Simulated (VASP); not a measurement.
# Cu in VASP: single point with PBE

Aim: the single point of Cu with PBE.

All numbers are computed with VASP 6.6.1; they aren't measurements. Logs are shortened: lines on timing, memory, paths and dates and some standing lists are left out, and cuts for length are marked.

### Step 1. The cell of the first run

The cell holds a slab with vacuum, 28 atoms: a = 7.700 Å, b = 7.700 Å, c = 17.445 Å, α = 90.00°, β = 90.00°, γ = 90.00°.

### Step 2. Single point, PBE

INCAR

```
SYSTEM = Cu
PREC = Accurate
ENCUT = 520
EDIFF = 1E-7
ISMEAR = 0
SIGMA = 0.1
LREAL = Auto
LASPH = .TRUE.
NELM = 100
ALGO = Fast
ISIF = 2
LWAVE = .FALSE.
LCHARG = .FALSE.
LDIPOL = .TRUE.
IDIPOL = 3
DIPOL = 0.5 0.5 0.194
GGA = PE
NBANDS = 174
```

KPOINTS

```
regular mesh
0
G
  5 5 1
  0 0 0
```

POSCAR

```
Cu
1.0
    7.6998589062      0.0000000000      0.0000000000
    0.0000000000      7.6998589062      0.0000000000
    0.0000000000      0.0000000000     17.4446224467
Cu
28
Direct
    0.0000000000      0.0000000000      0.0859863837
    0.1666666667      0.1666666667      0.1863613520
    1.0000000000      0.3333333333      0.0859863837
    0.1666666667      0.4993582061      0.1868924190
    1.0000000000      0.6666666667      0.0859863837
    0.1666666667      0.8339751272      0.1868924190
    0.3333333333      1.0000000000      0.0859863837
    0.4993582061      0.1666666667      0.1868924190
    0.3333333333      0.3333333333      0.0859863837
    0.4994501315      0.4994501315      0.1869944904
    0.3333333333      0.6666666667      0.0859863837
    0.4994501315      0.8338832018      0.1869944904
    0.6666666667      1.0000000000      0.0859863837
    0.8339751272      0.1666666667      0.1868924190
    0.6666666667      0.3333333333      0.0859863837
    0.8338832018      0.4994501315      0.1869944904
    0.6666666667      0.6666666667      0.0859863837
    0.8338832018      0.8338832018      0.1869944904
   -0.0027425686     -0.0027425686      0.2897943118
    0.9972574314      0.3360759020      0.2897943118
    0.9998426066      0.6666666667      0.2879758764
    0.3360759020      0.9972574314      0.2897943118
    0.3360759020      0.3360759020      0.2897943118
    0.3334907267      0.6666666667      0.2879758764
    0.6666666667      0.9998426066      0.2879758764
    0.6666666667      0.3334907267      0.2879758764
    0.6666666667      0.6666666667      0.2882623072
    0.1666666667      0.1666666667      0.3798561426
```

Potentials or basis: VASP PAW PBE potentials, release 64 (Cu).

Launch:

```sh
$ cat potpaw_PBE.64/Cu/POTCAR > POTCAR
$ mpirun -np 1 vasp_std > vasp.out
```

OUTCAR:

```text
SYSTEM = Cu
   PREC = Accurate
   ENCUT = 520
   EDIFF = 1E-7
   ISMEAR = 0
   LREAL = Auto
   LASPH = .TRUE.
   NELM = 100
   ISIF = 2
   GGA = PE

 ion  position               nearest neighbor table
   1  0.000  0.000  0.086-   2 2.52  18 2.53  14 2.53   6 2.53   7 2.57  13 2.57   5 2.57   3 2.57

   2  0.167  0.167  0.186-   9 2.52   7 2.52   3 2.52   1 2.52   8 2.56   4 2.56   6 2.56  14 2.56
                            23 2.58  22 2.58  20 2.58  19 2.58
   3  0.000  0.333  0.086-   2 2.52  16 2.53  14 2.53   4 2.53   1 2.57  15 2.57   9 2.57   5 2.57
[... 45 lines left out ...]
  26  0.667  0.333  0.288-  16 2.53  10 2.53  14 2.53   8 2.53  20 2.55  23 2.55  27 2.57  25 2.57

  27  0.667  0.667  0.288-  18 2.54  16 2.54  12 2.54  10 2.54  21 2.57  25 2.57  24 2.57  26 2.57

  28  0.167  0.167  0.380-  23 2.42  22 2.42  20 2.42  19 2.42

  LATTYP: Found a simple tetragonal cell.
 ALAT       =     7.6998589062
 C/A-ratio  =     2.2655768968

  Lattice vectors:

 A1 = (   7.6998589062,   0.0000000000,   0.0000000000)
 A2 = (   0.0000000000,   7.6998589062,   0.0000000000)
 A3 = (   0.0000000000,   0.0000000000,  17.4446224467)

Analysis of symmetry for initial positions (statically):
=====================================================================
 Subroutine PRICEL returns:
 Original cell was already a primitive cell.

 Routine SETGRP: Setting up the symmetry group for a
 simple tetragonal supercell.

 Subroutine GETGRP returns: Found  8 space group operations
 (whereof  2 operations were pure point group operations)
 out of a pool of 16 trial point group operations.

The static configuration has the point symmetry C_1h.
 The point group associated with its full space group is C_4v.

Analysis of symmetry for dynamics (positions and initial velocities):
=====================================================================
 Subroutine PRICEL returns:
 Original cell was already a primitive cell.

 Routine SETGRP: Setting up the symmetry group for a
 simple tetragonal supercell.

 Subroutine GETGRP returns: Found  8 space group operations
 (whereof  2 operations were pure point group operations)
 out of a pool of 16 trial point group operations.

The dynamic configuration has the point symmetry C_1h.
 The point group associated with its full space group is C_4v.

 Subroutine INISYM returns: Found  8 space group operations
 (whereof  2 operations are pure point group operations),
 and found     1 'primitive' translations
[... 138 lines left out ...]
   PSTRESS=    0.0 pullay stress
   NELECT =     308.0000    total number of electrons
   NUPDOWN=      -1.0000    fix difference up-down
   EMIN   =  10.00;   EMAX   =-10.00  energy-range for DOS
   EFERMI =   0.00;   METHOD = LEGACY
   ISMEAR =     0;   SIGMA  =   0.10  broadening in eV -4-tet -1-fermi 0-gaus
   EFERMI_NEDOS =   21; number of points for ismear=-14 and -15
   IALGO  =     68    algorithm
   IMIX   =      4    mixing-type and parameters
     AMIX     =   0.40;   BMIX     =  1.00
     AMIX_MAG =   1.60;   BMIX_MAG =  1.00
  volume/ion in A,a.u.               =      36.94       249.27
  Fermi-wavevector in a.u.,A,eV,Ry     =   1.093241  2.065927 16.261364  1.195177
  Thomas-Fermi vector in A             =   2.229523
   LORBIT       =      0    0 simple, 1 ext, 2 COOP (PROOUT), +10 PAW based schemes
   GGA     = PE    functional components
   LHFCALC =     F    Hartree Fock is set to
   AEXX    =    0.0000 exact exchange contribution
   IVDW    =     0    specifies the selected vdW correction
   LEPSILON=     F    determine dielectric tensor
   LRPA    =     F    only Hartree local field effects (RPA)
 non-spin polarized calculation
 RMM-DIIS sequential band-by-band and
 Gauss-broadening in eV      SIGMA  =   0.10
  energy-cutoff  :      520.00
  volume of cell :     1034.25
 maximum number of plane-waves:     27889
 NGX is ok and might be reduce to    60
   NGX = 29   NGY = 29   NGZ = 65

 number of electron     307.9999623 magnetization

 dipolmoment           0.000000      0.000000     -0.066080 electrons x Angstroem

 Free energy of the ion-electron system (eV)
  ---------------------------------------------------
  ext. energy  EPLUGINS =         0.00000000
  ---------------------------------------------------
  free energy    TOTEN  =       -93.14866034 eV

  energy without entropy =      -93.09644883  energy(sigma->0) =      -93.12255458

 E-fermi :  -0.5353     XC(G=0):  -5.1934

 val. band max:       -0.6473884787   @ k =   0.4000   0.2000   0.0000
 cond. band min:      -0.5299624082   @ k =   0.4000   0.0000   0.0000
 fundamental gap:      0.1174260704
 Fermi energy:        -0.5352692906

 k-point     1 :       0.0000    0.0000    0.0000
  band No.  band energies     occupation
      1      -8.9215      2.00000
      2      -6.6554      2.00000
      3      -6.6164      2.00000
      4      -6.6164      2.00000
      5      -6.5907      2.00000
      6      -6.4544      2.00000
[... 1003 lines left out ...]
    165       1.3332      0.00000
    166       1.8735      0.00000
 [bands above 166 left out]

------------------------ aborting loop because EDIFF is reached ----------------------------------------

 vacuum level on the upper side and lower side of the slab       (xc-potential included)        -0.267        -0.042

  FORCE on cell =-STRESS in cart. coord.  units (eV):
  Direction    XX          YY          ZZ          XY          YZ          ZX
  --------------------------------------------------------------------------------------
  -------------------------------------------------------------------------------------
  Total       -8.5152959     -8.5152959      0.6685180      0.0000000     -0.0000000      0.0000000
  in kB      -13.1911670    -13.1911670      1.0356107      0.0000000     -0.0000000      0.0000000
  external PRESSURE =      -8.4489077 kB  Pullay stress =       0.0000000 kB

 VOLUME and BASIS-vectors are now :
 -----------------------------------------------------------------------------
  energy-cutoff  :      520.00
  volume of cell :     1034.25
      direct lattice vectors                 reciprocal lattice vectors
     7.699858906  0.000000000  0.000000000     0.129872510  0.000000000  0.000000000
     0.000000000  7.699858906  0.000000000     0.000000000  0.129872510  0.000000000
     0.000000000  0.000000000 17.444622447     0.000000000  0.000000000  0.057324256

 POSITION                                       TOTAL-FORCE (eV/Angst)
 -----------------------------------------------------------------------------------
      0.00000      0.00000      1.50000         0.006261      0.006261     -0.038954
      1.28331      1.28331      3.25100        -0.000000     -0.000000      0.024042
      0.00000      2.56662      1.50000         0.006261     -0.006261     -0.038954
      1.28331      3.84499      3.26027        -0.000000     -0.007981     -0.000347
      0.00000      5.13324      1.50000         0.011044     -0.000000     -0.038859
      1.28331      6.42149      3.26027        -0.000000      0.007981     -0.000347
[... 20 lines left out ...]
      5.13324      5.13324      5.02863        -0.000000     -0.000000      0.028724
      1.28331      1.28331      6.62645        -0.000000     -0.000000      0.033154
 -----------------------------------------------------------------------------------
    total drift:                               -0.000001     -0.000001     -0.009061

  FREE ENERGIE OF THE ION-ELECTRON SYSTEM (eV)
  ---------------------------------------------------
  free  energy   TOTEN  =       -93.1486603424 eV

  energy  without entropy=      -93.0964488264  energy(sigma->0) =      -93.12255458

 vacuum level on the upper side and lower side of the slab         3.593         3.823
```

OSZICAR:

```text
N       E                     dE             d eps       ncg     rms          rms(c)
DAV:   1     0.284528043223E+04    0.28453E+04   -0.12927E+05  2088   0.211E+03
DAV:   2     0.254266479423E+03   -0.25910E+04   -0.25336E+04  2088   0.468E+02
DAV:   3    -0.902396624353E+02   -0.34451E+03   -0.32263E+03  2138   0.223E+02
[... 21 lines left out ...]
RMM:  25    -0.931486550895E+02   -0.10015E-04   -0.23557E-06  2381   0.426E-03    0.163E-03
RMM:  26    -0.931486594569E+02   -0.43674E-05   -0.10308E-06  2113   0.363E-03    0.516E-04
RMM:  27    -0.931486601549E+02   -0.69806E-06   -0.25947E-07  1373   0.199E-03    0.387E-04
RMM:  28    -0.931486602687E+02   -0.11375E-06   -0.86017E-08  1253   0.145E-03    0.314E-04
RMM:  29    -0.931486603424E+02   -0.73669E-07   -0.42110E-08  1270   0.830E-04
   1 F= -.93148660E+02 E0= -.93122555E+02  d E =-.522115E-01
```

Wall time 1.5 h (1 thread of Oxide Virtual Turin-like, shared host); peak memory 1.3 GiB.

What came out:

```yaml
Free_energy: -93.1487 eV
Largest_force: 0.068 eV/Å
Band_gap_on_the_k_mesh: zero (bands 154 and 155 overlap by 1.22 eV)
```

Forces in eV/Å, atoms in the order of the input:
```
Cu   0.006  0.006 -0.039
Cu   0.000  0.000  0.024
Cu   0.006 -0.006 -0.039
Cu   0.000 -0.008  0.000
Cu   0.011  0.000 -0.039
Cu   0.000  0.008  0.000
Cu  -0.006  0.006 -0.039
Cu  -0.008  0.000  0.000
Cu  -0.006 -0.006 -0.039
Cu   0.000  0.000 -0.004
Cu  -0.011  0.000 -0.039
Cu   0.000  0.000 -0.004
Cu   0.000  0.011 -0.039
Cu   0.008  0.000  0.000
Cu   0.000 -0.011 -0.039
Cu   0.000  0.000 -0.004
Cu   0.000  0.000  0.068
Cu   0.000  0.000 -0.004
Cu  -0.010 -0.010  0.017
Cu  -0.010  0.010  0.017
Cu   0.004  0.000  0.027
Cu   0.010 -0.010  0.017
Cu   0.010  0.010  0.017
Cu  -0.004  0.000  0.027
Cu   0.000  0.004  0.027
Cu   0.000 -0.004  0.027
Cu   0.000  0.000  0.029
Cu   0.000  0.000  0.033
```

Levels at points of the mesh, in eV from the Fermi level:
| k point | band 152 | band 153 | band 154 | band 155 | band 156 | band 157 | band 158 | band 159 |
| --- | --- | --- | --- | --- | --- | --- | --- | --- |
| (0.00, 0.00, 0.00) | -0.97 | -0.93 | -0.91 | -0.91 | 0.39 | 0.97 | 0.97 | 1.13 |

The gap in the log of VASP goes by the Fermi energy; the results here count the filled bands.